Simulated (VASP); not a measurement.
The system is NbPdSe4.

```
Nb Pd Se
1.0
     3.25383    0.00000    0.00000
     0.00000    3.25383    0.00000
     0.00000    0.00000   12.26143
Nb Pd Se
1 1 4
Direct
  0.00000 0.00000 0.50000
  0.00000 0.00000 0.00000
  0.50000 0.50000 0.36453
  0.50000 0.50000 0.86434
  0.50000 0.50000 0.13566
  0.50000 0.50000 0.63547
```

The cell was generated, and may not be a known phase.

- Program: VASP 6.6.1
- Task: relaxation of cell and atoms
- Functional: PBE
- Potentials or basis: VASP PAW PBE potentials, release 64 (Nb_sv, Pd, Se)
- Cutoff: 600 eV
- k mesh: 6 × 6 × 2
- Occupations: gaussian, width 0.1 eV
- Spin: no spin polarisation

At the start: pressure -5.1 GPa; volume 21.64 Å³/atom.

**Question.** How do energy, volume and symmetry change on relaxing?

**Answer.** Over 20 steps the energy falls by 77.2 meV/atom and the volume is 23.01 Å³/atom (+6.3 %); space group P4/mmm (No. 123, to 0.1 Å) before and after.

Step by step:
```tsv
step	energy change (eV)	largest force (eV/Å)	pressure (GPa)	volume (Å³)
1	0.0000	1.5851	-5.15	129.82
2	-0.1737	0.1822	6.69	117.18
3	-0.2518	0.7714	1.80	121.42
4	-0.3326	0.2999	1.05	123.52
5	-0.3577	0.1681	0.54	125.49
6	-0.3759	0.1703	-0.48	127.23
7	-0.3787	0.1787	-1.07	128.33
8	-0.3904	0.1628	-0.34	127.89
9	-0.3941	0.1393	1.21	127.01
10	-0.3960	0.1481	0.64	127.33
11	-0.4012	0.1547	0.53	128.05
12	-0.4168	0.1706	0.29	130.19
13	-0.4466	0.2200	-0.04	134.31
14	-0.4152	0.4631	0.55	142.02
15	-0.4528	0.2369	0.23	136.32
16	-0.4604	0.0297	-0.54	138.79
17	-0.4610	0.0668	-0.41	138.28
18	-0.4549	0.2872	1.13	137.10
19	-0.4624	0.0388	0.07	137.92
20	-0.4631	0.0205	0.09	138.05
```

Final structure:
```
Nb Pd Se
1.0
     3.12090    0.00000    0.00000
     0.00000    3.12090    0.00000
     0.00000    0.00000   14.17368
Nb Pd Se
1 1 4
Direct
  0.00000 0.00000 0.50000
  0.00000 0.00000 0.00000
  0.50000 0.50000 0.38697
  0.50000 0.50000 0.88159
  0.50000 0.50000 0.11841
  0.50000 0.50000 0.61303
```

Caveat: a cell axis changed by over 15 % at a fixed basis, so the end point is rough; this functional lacks dispersion, which binds layers or chains, so the pressure and a relaxed spacing across them are unreliable.
